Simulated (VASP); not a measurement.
Here is a VASP 6.6.1 calculation.

Contents of INCAR:

```
ALGO = Normal
EDIFF = 1E-6
ENCUT = 600
GGA = PE
GGA_COMPAT = False
ISIF = 2
ISMEAR = 0
LASPH = True
LCHARG = True
LELF = True
LREAL = False
LVHAR = True
LWAVE = False
NBANDS = 23
NELM = 120
PREC = Accurate
SIGMA = 0.2
```

File KPOINTS:

```
k-points
0
Gamma
  6 6 6
```

The input POSCAR:

```
Ru2C
1.0
    0.0000000000      2.5995057578      2.5995057578
    2.5995057578      0.0000000000      2.5995057578
    2.5995057578      2.5995057578      0.0000000000
Ru C
2 1
Direct
    0.7500000000      0.7500000000      0.7500000000
    0.2500000000      0.2500000000      0.2500000000
    0.0000000000      0.0000000000      0.0000000000
```

Potentials or basis: VASP PAW PBE potentials, release 64 (Ru_pv, C).

Run with:

```console
$ cat potpaw_PBE.64/Ru_pv/POTCAR potpaw_PBE.64/C/POTCAR > POTCAR
$ mpirun -np 1 vasp_std > vasp.out
```

Q: What does it give for the pressure?

A: -0.1 GPa.

Q: Estimate the band gap on the k mesh.

A: Zero (bands 16 and 17 overlap by 3.16 eV).
